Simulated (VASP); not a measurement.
# Ba (I4/mmm) in VASP: further runs

Ba is run at these levels: PBEsol; tasks: single point.

Everything below comes from runs of VASP 6.6.1. Logs are shortened: lines on timing, memory, paths and dates and some standing lists are left out, and cuts for length are marked.

## (1) The cell of the first run

It takes space group I4/mmm (No. 139, tetragonal). The conventional cell has a = 4.750 Å, b = 4.750 Å, c = 5.000 Å, α = 90.00°, β = 90.00°, γ = 90.00°. Ba (site symmetry 4/mmm) has 14 Ba at 4.19 to 5.00 Å within 5.5 Å.

## (2) Single point, PBEsol (strain -0.050 along x and y, +0.000 along z)

The input, INCAR:

```
ALGO     = Fast           # electronic algorithm
EDIFF    = 1E-6           # SCF threshold, eV
ENCUT    = 520            # plane-wave cutoff, eV
GGA      = PS             # functional
ISIF     = 2              # what is computed and relaxed
ISMEAR   = 0              # smearing method
LASPH    = True           # aspherical terms in the spheres
LCHARG   = False          # write CHGCAR
LREAL    = False          # projectors in reciprocal space
LWAVE    = False          # write WAVECAR
NBANDS   = 11             # bands
NELM     = 100            # most SCF steps
PREC     = Accurate       # precision mode
SIGMA    = 0.15           # smearing width, eV
```

The input, KPOINTS:

```
k-points
0
Gamma
  14 14 14
```

The input, POSCAR:

```
Ba
1.0
   -2.3750000000      2.3750000000      2.5000000000
    2.3750000000     -2.3750000000      2.5000000000
    2.3750000000      2.3750000000     -2.5000000000
Ba
1
Direct
    0.0000000000      0.0000000000      0.0000000000
```

Potentials or basis: VASP PAW PBE potentials, release 64 (Ba_sv).

Command:

```bash
$ cat potpaw_PBE.64/Ba_sv/POTCAR > POTCAR
$ mpirun -np 1 vasp_std > vasp.out
```

OUTCAR:

```text
EDIFF = 1E-6
   ENCUT = 520
   GGA = PS
   ISIF = 2
   ISMEAR = 0
   LASPH = True
   LREAL = False
   NELM = 100
   PREC = Accurate

 ion  position               nearest neighbor table
   1  0.000  0.000  0.000-

  LATTYP: Found a body centered tetragonal cell.
 ALAT       =     4.7500000000
 C/A-ratio  =     1.0526315789

  Lattice vectors:

 A1 = (  -2.3750000000,   2.3750000000,   2.5000000000)
 A2 = (   2.3750000000,  -2.3750000000,   2.5000000000)
 A3 = (   2.3750000000,   2.3750000000,  -2.5000000000)

Analysis of symmetry for initial positions (statically):
=====================================================================
 Subroutine PRICEL returns:
 Original cell was already a primitive cell.

 Routine SETGRP: Setting up the symmetry group for a
 body centered tetragonal supercell.

 Subroutine GETGRP returns: Found 16 space group operations
 (whereof 16 operations were pure point group operations)
 out of a pool of 16 trial point group operations.

The static configuration has the point symmetry D_4h.

Analysis of symmetry for dynamics (positions and initial velocities):
=====================================================================
 Subroutine PRICEL returns:
 Original cell was already a primitive cell.

 Routine SETGRP: Setting up the symmetry group for a
 body centered tetragonal supercell.

 Subroutine GETGRP returns: Found 16 space group operations
 (whereof 16 operations were pure point group operations)
 out of a pool of 16 trial point group operations.

The dynamic configuration has the point symmetry D_4h.

 Subroutine INISYM returns: Found 16 space group operations
 (whereof 16 operations are pure point group operations),
 and found     1 'primitive' translations

----------------------------------------------------------------------------------------

                                     Primitive cell

  volume of cell :      56.4062

  direct lattice vectors                    reciprocal lattice vectors
    -2.375000000  2.375000000  2.500000000     0.000000000  0.210526316  0.200000000
     2.375000000 -2.375000000  2.500000000     0.210526316  0.000000000  0.200000000
     2.375000000  2.375000000 -2.500000000     0.210526316  0.210526316  0.000000000

  length of vectors
     4.187033556  4.187033556  4.187033556     0.290381352  0.290381352  0.297729171

  position of ions in fractional coordinates (direct lattice)
     0.000000000  0.000000000  0.000000000

  ion indices of the primitive-cell ions
   primitive index   ion index
                 1           1

----------------------------------------------------------------------------------------

 KPOINTS: k-points

Automatic generation of k-mesh.
 Grid dimensions read from file:
 generate k-points for:   14   14   14

 Generating k-lattice:

  Cartesian coordinates                     Fractional coordinates (reciprocal lattice)
     0.000000000  0.015037594  0.014285714     0.071428571 -0.000000000  0.000000000
     0.015037594  0.000000000  0.014285714    -0.000000000  0.071428571  0.000000000
     0.015037594  0.015037594  0.000000000     0.000000000  0.000000000  0.071428571

  Length of vectors
     0.020741525  0.020741525  0.021266369

  Shift w.r.t. Gamma in fractional coordinates (k-lattice)
     0.000000000  0.000000000  0.000000000

 Subroutine IBZKPT returns following result:
 ===========================================

 Found    244 irreducible k-points:

 Following reciprocal coordinates:
            Coordinates               Weight
  0.000000  0.000000  0.000000      1.000000
  0.071429  0.000000 -0.000000      8.000000
  0.142857  0.000000 -0.000000      8.000000
  0.214286  0.000000 -0.000000      8.000000
  0.285714  0.000000 -0.000000      8.000000
  0.357143 -0.000000  0.000000      8.000000
[... 16 lines left out ...]
  0.214286  0.142857 -0.000000     16.000000
  0.285714  0.142857 -0.000000     16.000000
 [... further k-points ...]
   k-points           NKPTS =    244   k-points in BZ     NKDIM =    244   number of bands    NBANDS=     11
   number of dos      NEDOS =    301   number of ions     NIONS =      1
   total plane-waves  NPLWV =  32768
   dimension x,y,z NGX =    32 NGY =   32 NGZ =   32
   dimension x,y,z NGXF=    64 NGYF=   64 NGZF=   64
   ions per type =               1
   NGX,Y,Z   is equivalent  to a cutoff of  12.71, 12.71, 12.71 a.u.
   NGXF,Y,Z  is equivalent  to a cutoff of  25.41, 25.41, 25.41 a.u.
 SYSTEM =  unknown system
   PREC   = accura    normal or accurate (medium, high low for compatibility)
   ISTART =      0    job   : 0-new  1-cont  2-samecut
   ICHARG =      2    charge: 1-file 2-atom 10-const
   ISPIN  =      1    spin polarized calculation?
   LNONCOLLINEAR =      F non collinear calculations
   LSORBIT =      F    spin-orbit coupling
   LASPH  =      T    aspherical Exc in radial PAW
   ENCUT  =  520.0 eV  38.22 Ry    6.18 a.u.   7.79  7.79  7.79*2*pi/ulx,y,z
   NELM   =    100;   NELMIN=  2; NELMDL= -5     # of ELM steps
   EDIFF  = 0.1E-05   stopping-criterion for ELM
   LREAL  =      F    real-space projection
   EDIFFG = 0.1E-04   stopping-criterion for IOM
   NSW    =      0    number of steps for IOM
   IBRION =     -1    ionic relax: 0-MD 1-quasi-New 2-CG
   NFREE  =      0    steps in history (QN), initial steepest desc. (CG)
   ISIF   =      2    stress and relaxation
   ISYM   =      2    0-nonsym 1-usesym 2-fastsym
   POTIM  = 0.5000    time-step for ionic-motion
   TEBEG  =    0.0;   TEEND  =   0.0 temperature during run
   PSTRESS=    0.0 pullay stress
   NELECT =      10.0000    total number of electrons
   NUPDOWN=      -1.0000    fix difference up-down
   EMIN   =  10.00;   EMAX   =-10.00  energy-range for DOS
   EFERMI =   0.00;   METHOD = LEGACY
   ISMEAR =     0;   SIGMA  =   0.15  broadening in eV -4-tet -1-fermi 0-gaus
   EFERMI_NEDOS =   21; number of points for ismear=-14 and -15
   IALGO  =     68    algorithm
   IMIX   =      4    mixing-type and parameters
     AMIX     =   0.40;   BMIX     =  1.00
     AMIX_MAG =   1.60;   BMIX_MAG =  1.00
  volume/ion in A,a.u.               =      56.41       380.65
  Fermi-wavevector in a.u.,A,eV,Ry     =   0.919671  1.737926 11.507732  0.845794
  Thomas-Fermi vector in A             =   2.044891
   LORBIT       =      0    0 simple, 1 ext, 2 COOP (PROOUT), +10 PAW based schemes
   GGA     = PS    functional components
   LHFCALC =     F    Hartree Fock is set to
   AEXX    =    0.0000 exact exchange contribution
   IVDW    =     0    specifies the selected vdW correction
   LEPSILON=     F    determine dielectric tensor
   LRPA    =     F    only Hartree local field effects (RPA)
 non-spin polarized calculation
 RMM-DIIS sequential band-by-band and
 Gauss-broadening in eV      SIGMA  =   0.15
  energy-cutoff  :      520.00
  volume of cell :       56.41
 maximum number of plane-waves:      1538
   NGX = 15   NGY = 15   NGZ = 15

 number of electron      10.0000000 magnetization

 Free energy of the ion-electron system (eV)
  ---------------------------------------------------
  ext. energy  EPLUGINS =         0.00000000
  ---------------------------------------------------
  free energy    TOTEN  =        -2.15149355 eV

  energy without entropy =       -2.13817906  energy(sigma->0) =       -2.14483631

 E-fermi :   1.9056     XC(G=0):  -7.8750

 val. band max:        1.8796653123   @ k =  -0.2857   0.4286   0.2857
 cond. band min:       1.9147216314   @ k =  -0.3571  -0.3571   0.2143
 fundamental gap:      0.0350563192
 Fermi energy:         1.9056098565

 k-point     1 :       0.0000    0.0000    0.0000
  band No.  band energies     occupation
      1     -26.7671      2.00000
      2     -11.6218      2.00000
      3     -11.6206      2.00000
      4     -11.6206      2.00000
      5      -0.9012      2.00000
      6       3.7451      0.00000
      7       3.7451      0.00000
      8       4.0828      0.00000
      9       5.1805      0.00000
     10       5.6771      0.00000
     11       8.9044      0.00000

 k-point     2 :       0.0714    0.0000   -0.0000
  band No.  band energies     occupation
      1     -26.7637      2.00000
      2     -11.6573      2.00000
      3     -11.6307      2.00000
      4     -11.6213      2.00000
      5      -0.7925      2.00000
      6       3.7074      0.00000
      7       3.7403      0.00000
      8       4.1101      0.00000
      9       5.0670      0.00000
     10       5.6164      0.00000
     11       9.1388      0.00000

 k-point     3 :       0.1429    0.0000   -0.0000
  band No.  band energies     occupation
      1     -26.7541      2.00000
      2     -11.7564      2.00000
      3     -11.6589      2.00000
      4     -11.6214      2.00000
      5      -0.4857      2.00000
      6       3.5398      0.00000
      7       3.5867      0.00000
      8       4.3675      0.00000
      9       4.9106      0.00000
     10       5.5357      0.00000
     11       9.5262      0.00000

 k-point     4 :       0.2143    0.0000   -0.0000
  band No.  band energies     occupation
      1     -26.7402      2.00000
      2     -11.8944      2.00000
      3     -11.6991      2.00000
      4     -11.6217      2.00000
      5      -0.0413      2.00000
      6       3.2460      0.00000
      7       3.3293      0.00000
      8       4.8774      0.00000
      9       4.9437      0.00000
     10       5.5145      0.00000
     11       9.6677      0.00000

 k-point     5 :       0.2857    0.0000   -0.0000
  band No.  band energies     occupation
      1     -26.7247      2.00000
      2     -12.0412      2.00000
      3     -11.7430      2.00000
      4     -11.6220      2.00000
      5       0.4285      2.00000
      6       3.0219      0.00000
      7       3.0723      0.00000
      8       5.1003      0.00000
      9       5.5787      0.00000
     10       5.5917      0.00000
     11       9.2449      0.00000
[... 211 lines left out ...]
 k-point    21 :      -0.0714    0.0714    0.0000
  band No.  band energies     occupation
      1     -26.7635      2.00000
      2     -11.6564      2.00000
      3     -11.6334      2.00000
      4     -11.6219      2.00000
      5      -0.7866      2.00000
      6       3.6414      0.00000
      7       3.8592      0.00000
      8       4.0193      0.00000
      9       5.1870      0.00000
     10       5.5074      0.00000
     11       9.1359      0.00000

 k-point    22 :       0.1429    0.1429   -0.0000
  band No.  band energies     occupation
      1     -26.7333      2.00000
      2     -11.9445      2.00000
      3     -11.7135      2.00000
      4     -11.6446      2.00000
      5       0.2054      2.00000
      6       3.0265      0.00000
      7       3.2677      0.00000
      8       4.7617      0.00000
      9       5.2671      0.00000
     10       5.7501      0.00000
     11       9.8999      0.00000

 k-point    23 :       0.2143    0.1429   -0.0000
  band No.  band energies     occupation
      1     -26.7193      2.00000
      2     -12.0556      2.00000
      3     -11.7666      2.00000
      4     -11.6527      2.00000
      5       0.6828      2.00000
      6       2.7720      0.00000
      7       3.0717      0.00000
      8       4.9186      0.00000
      9       5.7075      0.00000
     10       6.0587      0.00000
     11       9.2841      0.00000

 k-point    24 :       0.2857    0.1429   -0.0000
  band No.  band energies     occupation
      1     -26.7065      2.00000
      2     -12.1515      2.00000
      3     -11.8189      2.00000
      4     -11.6578      2.00000
      5       1.0650      2.00000
      6       2.6960      0.00000
      7       2.9397      0.00000
      8       5.1309      0.00000
      9       5.7354      0.00000
     10       6.8350      0.00000
     11       8.8954      0.00000

 [... further k-points ...]

------------------------ aborting loop because EDIFF is reached ----------------------------------------

  FORCE on cell =-STRESS in cart. coord.  units (eV):
  Direction    XX          YY          ZZ          XY          YZ          ZX
  --------------------------------------------------------------------------------------
  -------------------------------------------------------------------------------------
  Total        0.1649340      0.1649340      0.0746891      0.0000000     -0.0000000      0.0000000
  in kB        4.6848264      4.6848264      2.1214888      0.0000000     -0.0000000      0.0000000
  external PRESSURE =       3.8303805 kB  Pullay stress =       0.0000000 kB

 VOLUME and BASIS-vectors are now :
 -----------------------------------------------------------------------------
  energy-cutoff  :      520.00
  volume of cell :       56.41
      direct lattice vectors                 reciprocal lattice vectors
    -2.375000000  2.375000000  2.500000000     0.000000000  0.210526316  0.200000000
     2.375000000 -2.375000000  2.500000000     0.210526316  0.000000000  0.200000000
     2.375000000  2.375000000 -2.500000000     0.210526316  0.210526316  0.000000000

 POSITION                                       TOTAL-FORCE (eV/Angst)
 -----------------------------------------------------------------------------------
      0.00000      0.00000      0.00000         0.000000     -0.000000     -0.000000
 -----------------------------------------------------------------------------------
    total drift:                               -0.000000     -0.000000     -0.000000

  FREE ENERGIE OF THE ION-ELECTRON SYSTEM (eV)
  ---------------------------------------------------
  free  energy   TOTEN  =        -2.1514935516 eV

  energy  without entropy=       -2.1381790597  energy(sigma->0) =       -2.14483631
```

Wall time 74 s (1 thread of Intel Xeon Platinum 8259CL at 2.50GHz (Skylake/Cascade Lake), shared host); peak memory 0.28 GiB.

Results:

* Free energy: -2.1515 eV
* Pressure: 0.4 GPa
* Band gap on the k mesh: zero (bands 5 and 6 overlap by 1.15 eV)

Stress tensor (GPa, compression positive):
```
0.47 0.00 0.00
0.00 0.47 0.00
0.00 0.00 0.21
```

Caveat: the cell differs from its parent crystal (strain -0.050 along x and y, +0.000 along z); the PAW data sets were made with another functional, which shifts forces and pressure a little; spin-orbit coupling is left out, which moves the levels of the heavy elements.

(Part 1 of 2 ends here.)

The gap in the log of VASP goes by the Fermi energy; the results here count the filled bands.